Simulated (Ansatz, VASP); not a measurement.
# In3SbAs2: VASP beside Ansatz

```xyz
6
Lattice="4.4843 0.0000 0.0000 -2.2421 3.8835 0.0000 0.0000 0.0000 10.9469" Properties=species:S:1:pos:R:3 pbc="T T T"
In    0.0000    0.0000    0.0069
In    0.0000    2.5890    7.4368
In    2.2421    1.2945    3.5030
Sb    0.0000    2.5890    4.5788
As    0.0000    0.0000    8.2692
As    2.2421    1.2945    0.8358
```

Alike in both runs: task relaxation of cell and atoms; functional PBE; k mesh 12 × 12 × 4; occupations gaussian, width 0.1 eV; no spin polarisation.

|  | VASP | Ansatz |
| --- | --- | --- |
| version | VASP 6.6.1 | Ansatz 0.2.0 |
| potentials or method | VASP PAW PBE potentials, release 64 (In_d, Sb, As), cutoff 600 eV | scalar-relativistic, plane waves, PAW |
| valence electrons in the cell | 54 | 84 |

Ansatz gave:

* gap on the k mesh at the Fermi level, each at its own relaxed structure (eV): none
* relaxed volume (Å³/atom): 31.85
* relaxed length of the cell vector where the two differ most in proportion (Å): 4.481

**Question.** Which values does VASP return?

**Answer.** gap on the k mesh at the Fermi level, each at its own relaxed structure (eV): none; relaxed volume (Å³/atom): 31.88; relaxed length of the cell vector where the two differ most in proportion (Å): 4.483.

A gap of «none» marks a metal or a gap that the smearing closes. VASP's potentials hold 54 valence electrons a cell and Ansatz's 84, so a difference there can come from the potentials and not from the codes.

Spin-orbit coupling is off throughout.
